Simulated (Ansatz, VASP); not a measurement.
**Si2Mo in VASP and in Ansatz**

```
CELL_PARAMETERS angstrom
-1.62988 1.62988 3.93661
1.62988 -1.62988 3.93661
1.62988 1.62988 -3.93661
ATOMIC_POSITIONS crystal
Si 0.33510 0.33510 0.00000
Si 0.66490 0.66490 0.00000
Mo 0.00000 0.00000 0.00000
```

Change from the starting cell: mode 7 frozen in at +0.000 Å, equal normal strain along x and y +0.0133.

Alike in both runs: task single point; functional PBE; k mesh 18 × 18 × 18; occupations gaussian, width 0.15 eV; no spin polarisation.

```csv
,VASP,Ansatz
version,VASP 6.6.1,Ansatz 0.2.0
potentials or method,"VASP PAW PBE potentials, release 64 (Si, Mo_sv), cutoff 520 eV","scalar-relativistic, plane waves, PAW"
valence electrons in the cell,22,22
```

```tsv
	VASP	Ansatz	Ansatz less VASP
gap on the k mesh at the Fermi level (eV)	none	none	-
pressure (GPa)	-4.8	-4.9	-0.14
traceless stress, the component that is largest in VASP (GPa)	2.71	2.72	+0.016
rms of the force components (eV/Å)	0.020	0.021	+0.0011
```

Atom by atom the forces differ by 0.001 eV/Å (rms over components). A gap of «none» marks a metal or a gap that the smearing closes. With one functional, cell and mesh, what is left measures potentials, basis and numerics.
